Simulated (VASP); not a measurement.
# MgBe2S4 (P-3m1) in VASP: notebook

The runs below take MgBe2S4 through single point, with PBE+D3(BJ).

Everything below comes from runs of VASP 6.6.1. Logs are shortened: lines on timing, memory, paths and dates and some standing lists are left out, and cuts for length are marked.

### 1 The cell of the first run

It takes space group P-3m1 (No. 164, trigonal). Conventional cell: a = 3.117 Å, b = 3.117 Å, c = 10.873 Å, α = 90.00°, β = 90.00°, γ = 120.00°. Mg (site symmetry -3m) has 6 S at 2.28 Å and 2 Be at 2.67 Å and 6 Mg at 3.12 Å within 3.2 Å. Within 2.9 Å of Be (site symmetry 3m) lie 6 S at 2.21 Å and 1 Mg at 2.67 Å. Within 2.9 Å of S (site symmetry 3m) lie 3 Be at 2.21 Å and 3 Mg at 2.28 Å. Within 2.9 Å of S (site symmetry 3m) lie 3 Be at 2.21 Å.

### 2 Single point, PBE+D3(BJ)

The input, INCAR:

```
PREC     = Accurate       # precision mode
ENCUT    = 520            # plane-wave cutoff, eV
EDIFF    = 1E-6           # SCF threshold, eV
ISMEAR   = 0              # smearing method
SIGMA    = 0.1            # smearing width, eV
LREAL    = F              # projectors in reciprocal space
LASPH    = T              # aspherical terms in the spheres
NELM     = 100            # most SCF steps
ALGO     = Normal         # electronic algorithm
ISIF     = 2              # what is computed and relaxed
LWAVE    = F              # write WAVECAR
LCHARG   = F              # write CHGCAR
GGA      = PE             # functional
IVDW     = 12             # dispersion correction
NBANDS   = 24             # bands
```

The input, KPOINTS:

```
Automatic mesh
0
Gamma
  6 6 2
```

The input, POSCAR:

```
MgBe2S4
1.0
    3.1168612400      0.0000000000      0.0000000000
   -1.5584306200      2.6992810200      0.0000000000
    0.0000000000      0.0000000000     10.8734231800
Mg Be S
1 2 4
Direct
    0.0000000000      0.0000000000      0.0000000000
    0.0000000000      0.0000000000      0.7540564300
    0.0000000000      0.0000000000      0.2459435700
    0.6666666700      0.3333333300      0.8715413300
    0.3333333300      0.6666666700      0.6365715300
    0.6666666700      0.3333333300      0.3634284700
    0.3333333300      0.6666666700      0.1284586700
```

Potentials or basis: VASP PAW PBE potentials, release 64 (Mg, Be, S).

Launch:

```
cat potpaw_PBE.64/Mg/POTCAR potpaw_PBE.64/Be/POTCAR potpaw_PBE.64/S/POTCAR > POTCAR
mpirun -np 1 vasp_std > vasp.out
```

OUTCAR:

```text
PREC = Accurate
   ENCUT = 520
   EDIFF = 1E-6
   ISMEAR = 0
   LREAL = F
   LASPH = T
   NELM = 100
   ISIF = 2
   GGA = PE
   IVDW = 12
 IVDW          = 12

 ion  position               nearest neighbor table
   1  0.000  0.000  0.000-   4 2.28   7 2.28   4 2.28   7 2.28   4 2.28   7 2.28   2 2.67   3 2.67

   2  0.000  0.000  0.754-   4 2.21   5 2.21   4 2.21   5 2.21   4 2.21   5 2.21   1 2.67
   3  0.000  0.000  0.246-   6 2.21   7 2.21   6 2.21   7 2.21   6 2.21   7 2.21   1 2.67
   4  0.667  0.333  0.872-   2 2.21   2 2.21   2 2.21   1 2.28   1 2.28   1 2.28
   5  0.333  0.667  0.637-   2 2.21   2 2.21   2 2.21
   6  0.667  0.333  0.363-   3 2.21   3 2.21   3 2.21
   7  0.333  0.667  0.128-   3 2.21   3 2.21   3 2.21   1 2.28   1 2.28   1 2.28

  LATTYP: Found a hexagonal cell.
 ALAT       =     3.1168612400
 C/A-ratio  =     3.4885810894

  Lattice vectors:

 A1 = (   3.1168612400,   0.0000000000,   0.0000000000)
 A2 = (  -1.5584306200,   2.6992810200,   0.0000000000)
 A3 = (   0.0000000000,   0.0000000000,  10.8734231800)

Analysis of symmetry for initial positions (statically):
=====================================================================
 Subroutine PRICEL returns:
 Original cell was already a primitive cell.

 Routine SETGRP: Setting up the symmetry group for a
 hexagonal supercell.

 Subroutine GETGRP returns: Found 12 space group operations
 (whereof 12 operations were pure point group operations)
 out of a pool of 24 trial point group operations.

The static configuration has the point symmetry D_3d.

Analysis of symmetry for dynamics (positions and initial velocities):
=====================================================================
 Subroutine PRICEL returns:
 Original cell was already a primitive cell.

 Routine SETGRP: Setting up the symmetry group for a
 hexagonal supercell.

 Subroutine GETGRP returns: Found 12 space group operations
 (whereof 12 operations were pure point group operations)
 out of a pool of 24 trial point group operations.

The dynamic configuration has the point symmetry D_3d.

 Subroutine INISYM returns: Found 12 space group operations
 (whereof 12 operations are pure point group operations),
 and found     1 'primitive' translations

----------------------------------------------------------------------------------------

                                     Primitive cell

  volume of cell :      91.4812

  direct lattice vectors                    reciprocal lattice vectors
     3.116861240  0.000000000  0.000000000     0.320835585  0.185234511  0.000000000
    -1.558430620  2.699281020  0.000000000     0.000000000  0.370469022  0.000000000
     0.000000000  0.000000000 10.873423180     0.000000000  0.000000000  0.091967358

  length of vectors
     3.116861240  3.116861245 10.873423180     0.370469023  0.370469022  0.091967358

  position of ions in fractional coordinates (direct lattice)
     0.000000000  0.000000000  0.000000000
     0.000000000  0.000000000  0.754056430
     0.000000000  0.000000000  0.245943570
     0.666666670  0.333333330  0.871541330
     0.333333330  0.666666670  0.636571530
     0.666666670  0.333333330  0.363428470
     0.333333330  0.666666670  0.128458670

  ion indices of the primitive-cell ions
   primitive index   ion index
                 1           1
                 2           2
                 3           3
                 4           4
                 5           5
                 6           6
                 7           7

----------------------------------------------------------------------------------------

 KPOINTS: Automatic mesh

Automatic generation of k-mesh.
 Grid dimensions read from file:
 generate k-points for:    6    6    2

 Generating k-lattice:

  Cartesian coordinates                     Fractional coordinates (reciprocal lattice)
     0.053472598  0.030872419  0.000000000     0.166666667  0.000000000  0.000000000
     0.000000000  0.061744837  0.000000000     0.000000000  0.166666667  0.000000000
     0.000000000  0.000000000  0.045983679     0.000000000  0.000000000  0.500000000

  Length of vectors
     0.061744837  0.061744837  0.045983679

  Shift w.r.t. Gamma in fractional coordinates (k-lattice)
     0.000000000  0.000000000  0.000000000

 Subroutine IBZKPT returns following result:
 ===========================================

 Found     14 irreducible k-points:

 Following reciprocal coordinates:
            Coordinates               Weight
  0.000000  0.000000  0.000000      1.000000
  0.166667  0.000000  0.000000      6.000000
  0.333333  0.000000  0.000000      6.000000
  0.500000  0.000000  0.000000      3.000000
  0.166667  0.166667  0.000000      6.000000
  0.333333  0.166667  0.000000     12.000000
  0.333333  0.333333  0.000000      2.000000
  0.000000  0.000000  0.500000      1.000000
  0.166667  0.000000  0.500000      6.000000
  0.333333  0.000000  0.500000      6.000000
  0.500000  0.000000  0.500000      3.000000
  0.166667  0.166667  0.500000      6.000000
  0.333333  0.166667  0.500000     12.000000
  0.333333  0.333333  0.500000      2.000000
   k-points           NKPTS =     14   k-points in BZ     NKDIM =     14   number of bands    NBANDS=     24
   number of dos      NEDOS =    301   number of ions     NIONS =      7
   total plane-waves  NPLWV =  48384
   dimension x,y,z NGX =    24 NGY =   24 NGZ =   84
   dimension x,y,z NGXF=    48 NGYF=   48 NGZF=  168
   ions per type =               1   2   4
   NGX,Y,Z   is equivalent  to a cutoff of  12.80, 12.80, 12.84 a.u.
   NGXF,Y,Z  is equivalent  to a cutoff of  25.60, 25.60, 25.69 a.u.
 SYSTEM =  unknown system
   PREC   = accura    normal or accurate (medium, high low for compatibility)
   ISTART =      0    job   : 0-new  1-cont  2-samecut
   ICHARG =      2    charge: 1-file 2-atom 10-const
   ISPIN  =      1    spin polarized calculation?
   LNONCOLLINEAR =      F non collinear calculations
   LSORBIT =      F    spin-orbit coupling
   LASPH  =      T    aspherical Exc in radial PAW
   ENCUT  =  520.0 eV  38.22 Ry    6.18 a.u.   5.80  5.80 20.22*2*pi/ulx,y,z
   NELM   =    100;   NELMIN=  2; NELMDL= -5     # of ELM steps
   EDIFF  = 0.1E-05   stopping-criterion for ELM
   LREAL  =      F    real-space projection
   EDIFFG = 0.1E-04   stopping-criterion for IOM
   NSW    =      0    number of steps for IOM
   IBRION =     -1    ionic relax: 0-MD 1-quasi-New 2-CG
   NFREE  =      0    steps in history (QN), initial steepest desc. (CG)
   ISIF   =      2    stress and relaxation
   ISYM   =      2    0-nonsym 1-usesym 2-fastsym
   POTIM  = 0.5000    time-step for ionic-motion
   TEBEG  =    0.0;   TEEND  =   0.0 temperature during run
   PSTRESS=    0.0 pullay stress
   NELECT =      30.0000    total number of electrons
   NUPDOWN=      -1.0000    fix difference up-down
   EMIN   =  10.00;   EMAX   =-10.00  energy-range for DOS
   EFERMI =   0.00;   METHOD = LEGACY
   ISMEAR =     0;   SIGMA  =   0.10  broadening in eV -4-tet -1-fermi 0-gaus
   EFERMI_NEDOS =   21; number of points for ismear=-14 and -15
   IALGO  =     38    algorithm
   IMIX   =      4    mixing-type and parameters
     AMIX     =   0.40;   BMIX     =  1.00
     AMIX_MAG =   1.60;   BMIX_MAG =  1.00
  volume/ion in A,a.u.               =      13.07        88.19
  Fermi-wavevector in a.u.,A,eV,Ry     =   1.128941  2.133389 17.340735  1.274508
  Thomas-Fermi vector in A             =   2.265633
   LORBIT       =      0    0 simple, 1 ext, 2 COOP (PROOUT), +10 PAW based schemes
   GGA     = PE    functional components
   LHFCALC =     F    Hartree Fock is set to
   AEXX    =    0.0000 exact exchange contribution
   IVDW    =    12    specifies the selected vdW correction
   LEPSILON=     F    determine dielectric tensor
   LRPA    =     F    only Hartree local field effects (RPA)
 non-spin polarized calculation
 Gauss-broadening in eV      SIGMA  =   0.10
  energy-cutoff  :      520.00
  volume of cell :       91.48
 maximum number of plane-waves:      2483
 NGX is ok and might be reduce to    24
   NGX = 11   NGY = 11   NGZ = 41

 number of electron      29.9999995 magnetization

 Free energy of the ion-electron system (eV)
  ---------------------------------------------------
  ext. energy  EPLUGINS =         0.00000000
  ---------------------------------------------------
  free energy    TOTEN  =       -26.93318680 eV

  energy without entropy =      -26.91799051  energy(sigma->0) =      -26.92558866

 E-fermi :   6.3011     XC(G=0): -10.6795

 val. band max:        6.2790414675   @ k =   0.3333   0.0000   0.0000
 cond. band min:       6.3312607575   @ k =   0.1667   0.1667   0.5000
 fundamental gap:      0.0522192901
 Fermi energy:         6.3011239465

 k-point     1 :       0.0000    0.0000    0.0000
  band No.  band energies     occupation
      1      -9.4297      2.00000
      2      -8.5945      2.00000
      3      -7.1866      2.00000
      4      -6.5071      2.00000
      5      -0.7013      2.00000
      6       2.1524      2.00000
[... 16 lines left out ...]
     23      13.9160      0.00000
     24      14.6413      0.00000

 k-point     2 :       0.1667    0.0000    0.0000
  band No.  band energies     occupation
      1      -9.0001      2.00000
      2      -8.2050      2.00000
      3      -6.7973      2.00000
      4      -6.1600      2.00000
      5      -0.3017      2.00000
      6       2.2290      2.00000
[... 16 lines left out ...]
     23      14.2020      0.00000
     24      14.4122      0.00000

 k-point     3 :       0.3333    0.0000    0.0000
  band No.  band energies     occupation
      1      -7.8324      2.00000
      2      -7.1856      2.00000
      3      -5.8110      2.00000
      4      -5.3700      2.00000
      5       0.2934      2.00000
      6       0.3921      2.00000
[... 16 lines left out ...]
     23      13.2806      0.00000
     24      14.2780      0.00000
[... 244 lines left out ...]
 k-point    13 :       0.3333    0.1667    0.5000
  band No.  band energies     occupation
      1      -6.9130      2.00000
      2      -6.4972      2.00000
      3      -5.1461      2.00000
      4      -5.0233      2.00000
      5      -0.4264      2.00000
      6      -0.1737      2.00000
[... 16 lines left out ...]
     23      13.9473      0.00000
     24      14.4538      0.00000

 k-point    14 :       0.3333    0.3333    0.5000
  band No.  band energies     occupation
      1      -6.1783      2.00000
      2      -6.1783      2.00000
      3      -4.8546      2.00000
      4      -4.8546      2.00000
      5      -0.3084      2.00000
      6       0.3560      2.00000
[... 16 lines left out ...]
     23      15.0070      0.00000
     24      15.4553      0.00000

------------------------ aborting loop because EDIFF is reached ----------------------------------------

 Edisp (eV)   -2.76893

 E8    (eV) :    -1.0348

  FORCE on cell =-STRESS in cart. coord.  units (eV):
  Direction    XX          YY          ZZ          XY          YZ          ZX
  --------------------------------------------------------------------------------------
  -------------------------------------------------------------------------------------
  Total      10.03598    10.03598    12.05164     0.00000     0.00000     0.00000
  in kB     175.76742   175.76742   211.06927     0.00000     0.00000     0.00000
  external pressure =      187.53 kB  Pullay stress =        0.00 kB

 VOLUME and BASIS-vectors are now :
 -----------------------------------------------------------------------------
  energy-cutoff  :      520.00
  volume of cell :       91.48
      direct lattice vectors                 reciprocal lattice vectors
     3.116861240  0.000000000  0.000000000     0.320835585  0.185234511  0.000000000
    -1.558430620  2.699281020  0.000000000     0.000000000  0.370469022  0.000000000
     0.000000000  0.000000000 10.873423180     0.000000000  0.000000000  0.091967358

 POSITION                                       TOTAL-FORCE (eV/Angst)
 -----------------------------------------------------------------------------------
      0.00000      0.00000      0.00000        -0.000000      0.000000      0.000000
      0.00000      0.00000      8.19917        -0.000000      0.000000     -0.531537
      0.00000      0.00000      2.67425        -0.000000      0.000000      0.531537
      1.55843      0.89976      9.47664        -0.000000      0.000000     -2.384174
     -0.00000      1.79952      6.92171        -0.000000      0.000000     -0.327501
      1.55843      0.89976      3.95171         0.000000      0.000000      0.327501
     -0.00000      1.79952      1.39679         0.000000      0.000000      2.384174
 -----------------------------------------------------------------------------------
    total drift:                                0.000000      0.000000      0.000000

  FREE ENERGIE OF THE ION-ELECTRON SYSTEM (eV)
  ---------------------------------------------------
  free  energy   TOTEN  =       -29.7021207112 eV

  energy  without entropy=      -29.6869244158  energy(sigma->0) =      -29.69452256
```

Run time: 42 s. Hardware: 1 thread of Intel Xeon Platinum 8375C at 2.90GHz (Ice Lake), shared host; peak memory 0.22 GiB.

Results:

- Free energy: -29.7021 eV
- Pressure: 18.8 GPa
- Largest force: 2.384 eV/Å
- Band gap on the k mesh: zero (bands 15 and 16 overlap by 2.18 eV)
- Dispersion energy per atom: -0.396 eV

Forces in eV/Å, atoms in the order of the input:
```
Mg   0.000  0.000  0.000
Be   0.000  0.000 -0.532
Be   0.000  0.000  0.532
S    0.000  0.000 -2.384
S    0.000  0.000 -0.328
S    0.000  0.000  0.328
S    0.000  0.000  2.384
```

Stress tensor (GPa, compression positive):
```
17.58  0.00  0.00
 0.00 17.58  0.00
 0.00  0.00 21.11
```

Caveat: the k points lie up to 0.39 Å⁻¹ apart, too coarse for converged energies and pressures of a metal; forces of over 1 eV/Å act on the atoms, so gaps and moduli don't describe the material at rest.

### 3 Single point, PBE+D3(BJ)

This run uses another cell than the first one, of 15.50 Å³/atom.

The input, INCAR:

```
SYSTEM = MgBe2S4
  ALGO = Normal
  EDIFF = 1E-7
  ENCUT = 520
  GGA = PE
  ISIF = 2
  ISMEAR = 0
  IVDW = 12
  LASPH = .True.
  LCHARG = .True.
  LELF = .True.
  LREAL = .False.
  LVHAR = .True.
  LWAVE = .False.
  NBANDS = 24
  NELM = 80
  PREC = Accurate
  SIGMA = 0.1
```

The input, KPOINTS:

```
k-points
0
Gamma
  6 6 2
  0 0 0
```

The input, POSCAR:

```
MgBe2S4
1.0
    3.3695748173      0.0000000000      0.0000000000
   -1.6847874086      2.9181373917      0.0000000000
    0.0000000000      0.0000000000     11.0331940553
Mg Be S
1 2 4
Direct
    0.0000000000      0.0000000000      0.0000000000
    0.0000000000      0.0000000000      0.6751664092
    0.0000000000      0.0000000000      0.3248335908
    0.6666666667      0.3333333333      0.8527925474
    0.3333333333      0.6666666667      0.6161495266
    0.6666666667      0.3333333333      0.3838504734
    0.3333333333      0.6666666667      0.1472074526
```

Potentials or basis: VASP PAW PBE potentials, release 64 (Mg, Be, S).

Launch:

```
cat potpaw_PBE.64/Mg/POTCAR potpaw_PBE.64/Be/POTCAR potpaw_PBE.64/S/POTCAR > POTCAR
mpirun -np 1 vasp_std > vasp.out
```

Run time: 67 s. Hardware: 1 thread of Intel Xeon Platinum 8375C at 2.90GHz (Ice Lake), shared host; peak memory 0.26 GiB.

Results (log left out):

- Free energy: -31.2215 eV
- Pressure: 0.0 GPa
- Largest force: 0.008 eV/Å
- Band gap on the k mesh: zero (bands 15 and 16 overlap by 1.33 eV)
- Dispersion energy per atom: -0.327 eV

Forces in eV/Å, atoms in the order of the input:
```
Mg   0.000  0.000  0.000
Be   0.000  0.000  0.008
Be   0.000  0.000 -0.008
S    0.000  0.000  0.007
S    0.000  0.000 -0.001
S    0.000  0.000  0.001
S    0.000  0.000 -0.007
```

Stress tensor (GPa, compression positive):
```
-0.05  0.00  0.00
 0.00 -0.05  0.00
 0.00  0.00  0.18
```

Levels at points of the mesh, in eV from the Fermi level:
```
           k point  band 13  band 14  band 15  band 16  band 17  band 18
(0.00, 0.00, 0.00)     0.34     0.58     0.58     1.04     5.27     5.81
(0.50, 0.00, 0.00)    -0.79    -0.70    -0.64    -0.15     3.68     4.10
(0.00, 0.00, 0.50)     0.34     0.34     0.58     0.58     5.74     6.07
(0.50, 0.00, 0.50)    -0.98    -0.52    -0.41    -0.25     3.55     3.67
```

The gap in the log of VASP goes by the Fermi energy; the results here count the filled bands.